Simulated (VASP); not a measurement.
Write the native input for VASP 6.6.1 that does the following.

| Item | Value |
| --- | --- |
| Task | electric field gradients |
| Functional | LDA |
| Potentials or basis | VASP PAW LDA potentials, release 64 (Cd, Se) |
| Cutoff | 520 eV |
| k mesh | 8 × 8 × 8 |
| Occupations | fermi-dirac, width 0.03 eV |
| Spin | no spin polarisation |
| Dipole correction | no |
| Further INCAR settings | ALGO = Normal; EDIFF = 1e-08; NBANDS = 16 |

The structure of CdSe lies in POSCAR:

```
CdSe
1.0
    0.0000000000      3.1316766226      3.0702711986
    3.1316766226      0.0000000000      3.0702711986
    3.1316766226      3.1316766226      0.0000000000
Cd Se
1 1
Direct
    0.0000000000      0.0000000000      0.0000000000
    0.2500000000      0.2500000000      0.2500000000
```

This cell differs from its parent crystal: equal xx and yy strain of +2 %.

These files were run (other wordings do the same):

INCAR

```
SYSTEM = CdSe
ALGO = Normal
EDIFF = 1E-8
ENCUT = 520
GGA = CA
ISIF = 2
ISMEAR = -1
LASPH = .TRUE.
LCHARG = .FALSE.
LEFG = .TRUE.
LREAL = .FALSE.
LWAVE = .FALSE.
NBANDS = 16
NELM = 100
PREC = Accurate
SIGMA = 0.03
```

KPOINTS

```
k-points
0
G
  8 8 8
  0 0 0
```

Potentials or basis: VASP PAW LDA potentials, release 64 (Cd, Se).

Run with:

```sh
$ cat potpaw_LDA.64/Cd/POTCAR potpaw_LDA.64/Se/POTCAR > POTCAR
$ mpirun -np 1 vasp_std > vasp.out
```

It gave:

```
Pressure               : -4.5 GPa
Band gap on the k mesh : 0.19 eV, direct
```

Caveat: the cell differs from its parent crystal (equal xx and yy strain of +2 %); without QUAD_EFG the Cq values of the log hold for a quadrupole moment of 1 mb, not for the nuclei.

Run time: 30 s on 1 thread of Intel(R) Xeon(R) 6975P-C (Granite Rapids) (shared host), peak memory 0.2 GiB.
